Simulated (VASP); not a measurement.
# Te2Mo (P6_3/mmc) in VASP: relaxation of cell and atoms with LDA

Aim: the relaxation of cell and atoms of Te2Mo with LDA.

Everything below comes from runs of VASP 6.6.1. Logs are shortened: lines on timing, memory, paths and dates and some standing lists are left out, and cuts for length are marked.

## (1) The cell of the first run

It takes space group P6_3/mmc (No. 194, hexagonal). The conventional cell has a = 3.518 Å, b = 3.518 Å, c = 13.974 Å, α = 90.00°, β = 90.00°, γ = 120.00°. Within 3.7 Å of Te (site symmetry 3m) lie 3 Mo at 2.72 Å and 7 Te at 3.52 to 3.61 Å. Mo (site symmetry -6m2) has 6 Te at 2.72 Å and 6 Mo at 3.52 Å within 3.6 Å.

## (2) Relaxation of cell and atoms, LDA

Input file INCAR:

```
PREC = Accurate
ENCUT = 600
EDIFF = 1E-6
ISMEAR = -1
SIGMA = 0.02
LREAL = False
LASPH = True
NELM = 100
ALGO = Normal
ISIF = 3
LWAVE = False
LCHARG = False
GGA = CA
IBRION = 2
NSW = 80
EDIFFG = -0.01
```

Input file KPOINTS:

```
regular mesh
0
Gamma
  12 12 2
```

Input file POSCAR:

```
Te2Mo
1.0
    3.5182000000      0.0000000000      0.0000000000
   -1.7591000000      3.0468505800      0.0000000000
    0.0000000000      0.0000000000     13.9736000000
Te Mo
4 2
Direct
    0.3333333300      0.6666666700      0.6210000000
    0.6666666700      0.3333333300      0.1210000000
    0.3333333300      0.6666666700      0.8790000000
    0.6666666700      0.3333333300      0.3790000000
    0.3333333300      0.6666666700      0.2500000000
    0.6666666700      0.3333333300      0.7500000000
```

Potentials or basis: VASP PAW LDA potentials, release 64 (Te, Mo_sv).

Launch:

```bash
cat potpaw_LDA.64/Te/POTCAR potpaw_LDA.64/Mo_sv/POTCAR > POTCAR
mpirun -np 1 vasp_std > vasp.out
```

OUTCAR:

```text
PREC = Accurate
   ENCUT = 600
   EDIFF = 1E-6
   ISMEAR = -1
   LREAL = False
   LASPH = True
   NELM = 100
   ISIF = 3
   GGA = CA
   IBRION = 2
   NSW = 80
   EDIFFG = -0.01

 ion  position               nearest neighbor table
   1  0.333  0.667  0.621-   6 2.72   6 2.72   6 2.72   3 3.61
   2  0.667  0.333  0.121-   5 2.72   5 2.72   5 2.72   4 3.61
   3  0.333  0.667  0.879-   6 2.72   6 2.72   6 2.72   1 3.61
   4  0.667  0.333  0.379-   5 2.72   5 2.72   5 2.72   2 3.61
   5  0.333  0.667  0.250-   2 2.72   4 2.72   2 2.72   4 2.72   2 2.72   4 2.72
   6  0.667  0.333  0.750-   1 2.72   3 2.72   1 2.72   3 2.72   1 2.72   3 2.72

  LATTYP: Found a hexagonal cell.
 ALAT       =     3.5182000000
 C/A-ratio  =     3.9718037633

  Lattice vectors:

 A1 = (   3.5182000000,   0.0000000000,   0.0000000000)
 A2 = (  -1.7591000000,   3.0468505800,   0.0000000000)
 A3 = (   0.0000000000,   0.0000000000,  13.9736000000)

Analysis of symmetry for initial positions (statically):
=====================================================================
 Subroutine PRICEL returns:
 Original cell was already a primitive cell.

 Routine SETGRP: Setting up the symmetry group for a
 hexagonal supercell.

 Subroutine GETGRP returns: Found 24 space group operations
 (whereof 12 operations were pure point group operations)
 out of a pool of 24 trial point group operations.

The static configuration has the point symmetry D_3d.
 The point group associated with its full space group is D_6h.

Analysis of symmetry for dynamics (positions and initial velocities):
=====================================================================
 Subroutine PRICEL returns:
 Original cell was already a primitive cell.

 Routine SETGRP: Setting up the symmetry group for a
 hexagonal supercell.

 Subroutine GETGRP returns: Found 24 space group operations
 (whereof 12 operations were pure point group operations)
 out of a pool of 24 trial point group operations.

The dynamic configuration has the point symmetry D_3d.
 The point group associated with its full space group is D_6h.

 Subroutine INISYM returns: Found 24 space group operations
 (whereof 12 operations are pure point group operations),
 and found     1 'primitive' translations

----------------------------------------------------------------------------------------

                                     Primitive cell

  volume of cell :     149.7890

  direct lattice vectors                    reciprocal lattice vectors
     3.518200000  0.000000000  0.000000000     0.284236257  0.164103879  0.000000000
    -1.759100000  3.046850580  0.000000000     0.000000000  0.328207759  0.000000000
     0.000000000  0.000000000 13.973600000     0.000000000  0.000000000  0.071563520

  length of vectors
     3.518200000  3.518200004 13.973600000     0.328207759  0.328207759  0.071563520

  position of ions in fractional coordinates (direct lattice)
     0.333333330  0.666666670  0.621000000
     0.666666670  0.333333330  0.121000000
     0.333333330  0.666666670  0.879000000
     0.666666670  0.333333330  0.379000000
     0.333333330  0.666666670  0.250000000
     0.666666670  0.333333330  0.750000000

  ion indices of the primitive-cell ions
   primitive index   ion index
                 1           1
                 2           2
                 3           3
                 4           4
                 5           5
                 6           6

----------------------------------------------------------------------------------------

 KPOINTS: regular mesh

Automatic generation of k-mesh.
 Grid dimensions read from file:
 generate k-points for:   12   12    2

 Generating k-lattice:

  Cartesian coordinates                     Fractional coordinates (reciprocal lattice)
     0.023686355  0.013675323  0.000000000     0.083333333  0.000000000  0.000000000
     0.000000000  0.027350647  0.000000000     0.000000000  0.083333333  0.000000000
     0.000000000  0.000000000  0.035781760     0.000000000  0.000000000  0.500000000

  Length of vectors
     0.027350647  0.027350647  0.035781760

  Shift w.r.t. Gamma in fractional coordinates (k-lattice)
     0.000000000  0.000000000  0.000000000

 Subroutine IBZKPT returns following result:
 ===========================================

 Found     38 irreducible k-points:

 Following reciprocal coordinates:
            Coordinates               Weight
  0.000000  0.000000  0.000000      1.000000
  0.083333  0.000000  0.000000      6.000000
  0.166667  0.000000  0.000000      6.000000
  0.250000  0.000000  0.000000      6.000000
  0.333333  0.000000  0.000000      6.000000
  0.416667  0.000000  0.000000      6.000000
[... 16 lines left out ...]
  0.250000  0.000000  0.500000      6.000000
  0.333333  0.000000  0.500000      6.000000
 [... further k-points ...]
   k-points           NKPTS =     38   k-points in BZ     NKDIM =     38   number of bands    NBANDS=     31
   number of dos      NEDOS =    301   number of ions     NIONS =      6
   total plane-waves  NPLWV =  87808
   dimension x,y,z NGX =    28 NGY =   28 NGZ =  112
   dimension x,y,z NGXF=    56 NGYF=   56 NGZF=  224
   ions per type =               4   2
   NGX,Y,Z   is equivalent  to a cutoff of  13.23, 13.23, 13.32 a.u.
   NGXF,Y,Z  is equivalent  to a cutoff of  26.46, 26.46, 26.65 a.u.
 SYSTEM =  unknown system
   PREC   = accura    normal or accurate (medium, high low for compatibility)
   ISTART =      0    job   : 0-new  1-cont  2-samecut
   ICHARG =      2    charge: 1-file 2-atom 10-const
   ISPIN  =      1    spin polarized calculation?
   LNONCOLLINEAR =      F non collinear calculations
   LSORBIT =      F    spin-orbit coupling
   LASPH  =      T    aspherical Exc in radial PAW
   ENCUT  =  600.0 eV  44.10 Ry    6.64 a.u.   7.03  7.03 27.91*2*pi/ulx,y,z
   NELM   =    100;   NELMIN=  2; NELMDL= -5     # of ELM steps
   EDIFF  = 0.1E-05   stopping-criterion for ELM
   LREAL  =      F    real-space projection
   EDIFFG = -.1E-01   stopping-criterion for IOM
   NSW    =     80    number of steps for IOM
   IBRION =      2    ionic relax: 0-MD 1-quasi-New 2-CG
   NFREE  =      1    steps in history (QN), initial steepest desc. (CG)
   ISIF   =      3    stress and relaxation
   ISYM   =      2    0-nonsym 1-usesym 2-fastsym
   POTIM  = 0.5000    time-step for ionic-motion
   TEBEG  =    0.0;   TEEND  =   0.0 temperature during run
   PSTRESS=    0.0 pullay stress
   NELECT =      52.0000    total number of electrons
   NUPDOWN=      -1.0000    fix difference up-down
   EMIN   =  10.00;   EMAX   =-10.00  energy-range for DOS
   EFERMI =   0.00;   METHOD = LEGACY
   ISMEAR =    -1;   SIGMA  =   0.02  broadening in eV -4-tet -1-fermi 0-gaus
   EFERMI_NEDOS =   21; number of points for ismear=-14 and -15
   IALGO  =     38    algorithm
   IMIX   =      4    mixing-type and parameters
     AMIX     =   0.40;   BMIX     =  1.00
     AMIX_MAG =   1.60;   BMIX_MAG =  1.00
  volume/ion in A,a.u.               =      24.96       168.47
  Fermi-wavevector in a.u.,A,eV,Ry     =   1.150578  2.174277 18.011787  1.323829
  Thomas-Fermi vector in A             =   2.287241
   LORBIT       =      0    0 simple, 1 ext, 2 COOP (PROOUT), +10 PAW based schemes
   GGA     = CA    functional components
   LHFCALC =     F    Hartree Fock is set to
   AEXX    =    0.0000 exact exchange contribution
   IVDW    =     0    specifies the selected vdW correction
   LEPSILON=     F    determine dielectric tensor
   LRPA    =     F    only Hartree local field effects (RPA)
 conjugate gradient relaxation of ions
 non-spin polarized calculation
  energy-cutoff  :      600.00
  volume of cell :      149.79
 maximum number of plane-waves:      5028
   NGX = 15   NGY = 15   NGZ = 55

--------------------------------------- Ionic step        1  -------------------------------------------

 number of electron      52.0000001 magnetization

 Free energy of the ion-electron system (eV)
  ---------------------------------------------------
  ext. energy  EPLUGINS =         0.00000000
  ---------------------------------------------------
  free energy    TOTEN  =       -41.22444033 eV

  energy without entropy =      -41.22444033  energy(sigma->0) =      -41.22444033

------------------------ aborting loop because EDIFF is reached ----------------------------------------

  FORCE on cell =-STRESS in cart. coord.  units (eV):
  Direction    XX          YY          ZZ          XY          YZ          ZX
  --------------------------------------------------------------------------------------
  -------------------------------------------------------------------------------------
  Total       -2.6925749     -2.6925749     -2.4955542      0.0000000      0.0000000     -0.0000000
  in kB      -28.8003911    -28.8003912    -26.6930128      0.0000000      0.0000000     -0.0000000
  external PRESSURE =     -28.0979317 kB  Pullay stress =       0.0000000 kB
[... 101 lines left out ...]
  FREE ENERGIE OF THE ION-ELECTRON SYSTEM (eV)
  ---------------------------------------------------
  free  energy   TOTEN  =       -41.2576193727 eV

  energy  without entropy=      -41.2576193723  energy(sigma->0) =      -41.25761937

[... ionic steps 4 to 10 ...]

--------------------------------------- Ionic step       11  -------------------------------------------

 number of electron      51.9999999 magnetization

------------------------ aborting loop because EDIFF is reached ----------------------------------------

  FORCE on cell =-STRESS in cart. coord.  units (eV):
  Direction    XX          YY          ZZ          XY          YZ          ZX
  --------------------------------------------------------------------------------------
  -------------------------------------------------------------------------------------
  Total       -0.2192877     -0.2192877     -0.3134020      0.0000000      0.0000000      0.0000000
  in kB       -2.4303247     -2.4303247     -3.4733759      0.0000000      0.0000000      0.0000000
  external PRESSURE =      -2.7780084 kB  Pullay stress =       0.0000000 kB
[... 65 lines left out ...]
  energy  without entropy=      -41.2653921616  energy(sigma->0) =      -41.26539216

--------------------------------------- Ionic step       13  -------------------------------------------

 number of electron      51.9999999 magnetization

 Free energy of the ion-electron system (eV)
  ---------------------------------------------------
  ext. energy  EPLUGINS =         0.00000000
  ---------------------------------------------------
  free energy    TOTEN  =       -41.26540320 eV

  energy without entropy =      -41.26540319  energy(sigma->0) =      -41.26540320

 E-fermi :   8.8813     XC(G=0): -10.8507

 val. band max:        8.5545247658   @ k =   0.0000   0.0000   0.0000
 cond. band min:       9.2354705296   @ k =   0.2500   0.1667   0.0000
 fundamental gap:      0.6809457637
 Fermi energy:         8.8812961244

 k-point     1 :       0.0000    0.0000    0.0000
  band No.  band energies     occupation
      1     -51.9009      2.00000
      2     -51.9009      2.00000
      3     -26.2881      2.00000
      4     -26.2881      2.00000
      5     -26.1207      2.00000
      6     -26.1207      2.00000
[... 805 lines left out ...]
     30      10.1866      0.00000
     31      11.3966      0.00000

 [... further k-points ...]

------------------------ aborting loop because EDIFF is reached ----------------------------------------

  FORCE on cell =-STRESS in cart. coord.  units (eV):
  Direction    XX          YY          ZZ          XY          YZ          ZX
  --------------------------------------------------------------------------------------
  -------------------------------------------------------------------------------------
  Total       -0.0387490     -0.0387490      0.0311791      0.0000000      0.0000000     -0.0000000
  in kB       -0.4310062     -0.4310062      0.3468060      0.0000000      0.0000000     -0.0000000
  external PRESSURE =      -0.1717355 kB  Pullay stress =       0.0000000 kB
[... 21 lines left out ...]
  FREE ENERGIE OF THE ION-ELECTRON SYSTEM (eV)
  ---------------------------------------------------
  free  energy   TOTEN  =       -41.2654031959 eV

  energy  without entropy=      -41.2654031947  energy(sigma->0) =      -41.26540320

 reached required accuracy - stopping structural energy minimisation
```

Wall time 47 min (1 thread of Intel Xeon 8259CL, shared host); peak memory 0.36 GiB.

Results:

* Free energy: -41.2654 eV
* Relaxed volume: 24.01 Å³/atom
* Relaxed cell: a = 3.475 Å, b = 3.475 Å, c = 13.770 Å, α = 90.00°, β = 90.00°, γ = 120.00°
* Space group after relaxing (to 0.1 Å): P6_3/mmc (No. 194)
* Energy gained by relaxing: 6.8 meV/atom
* Ionic steps: 13
* Pressure after relaxing: 0.0 GPa
* Largest force after relaxing: 0.006 eV/Å
* Band gap on the k mesh: 0.68 eV (least direct gap 1.10 eV)

Forces in eV/Å, atoms in the order of the input:
```
Te   0.000  0.000 -0.006
Te   0.000  0.000 -0.006
Te   0.000  0.000  0.006
Te   0.000  0.000  0.006
Mo   0.000  0.000  0.000
Mo   0.000  0.000  0.000
```

The path:
| step | energy change (eV) | largest force (eV/Å) | pressure (GPa) | volume (Å³) |
| --- | --- | --- | --- | --- |
| 1 | 0.0000 | 0.2405 | -2.81 | 149.79 |
| 2 | 0.0703 | 0.8889 | 5.25 | 140.50 |
| 3 | -0.0332 | 0.1395 | -0.14 | 146.34 |
| 4 | -0.0332 | 0.1473 | -0.09 | 146.27 |
| 5 | -0.0381 | 0.0644 | -0.03 | 145.56 |
| 6 | -0.0383 | 0.0418 | -0.02 | 145.37 |
| 7 | -0.0388 | 0.0305 | -0.06 | 145.27 |
| 8 | -0.0400 | 0.0018 | -0.21 | 144.99 |
| 9 | -0.0400 | 0.0667 | -0.47 | 144.42 |
| 10 | -0.0404 | 0.0341 | -0.34 | 144.71 |
| 11 | -0.0406 | 0.0255 | -0.28 | 144.56 |
| 12 | -0.0410 | 0.0003 | -0.06 | 144.14 |
| 13 | -0.0410 | 0.0063 | -0.02 | 144.04 |

Final structure:
```cif
data_structure
_symmetry_space_group_name_H-M 'P 1'
_symmetry_Int_Tables_number 1
_cell_length_a 3.4754
_cell_length_b 3.4754
_cell_length_c 13.7700
_cell_angle_alpha 90.000
_cell_angle_beta 90.000
_cell_angle_gamma 120.000
_cell_volume 144.04
loop_
_atom_site_label
_atom_site_type_symbol
_atom_site_fract_x
_atom_site_fract_y
_atom_site_fract_z
_atom_site_occupancy
Te1 Te 0.33333 0.66667 0.61939 1
Te2 Te 0.66667 0.33333 0.11939 1
Te3 Te 0.33333 0.66667 0.88061 1
Te4 Te 0.66667 0.33333 0.38061 1
Mo1 Mo 0.33333 0.66667 0.25000 1
Mo2 Mo 0.66667 0.33333 0.75000 1
```

Caveat: spin-orbit coupling is left out, which moves the levels of the heavy elements. Zero-point motion and thermal expansion aren't in these numbers.
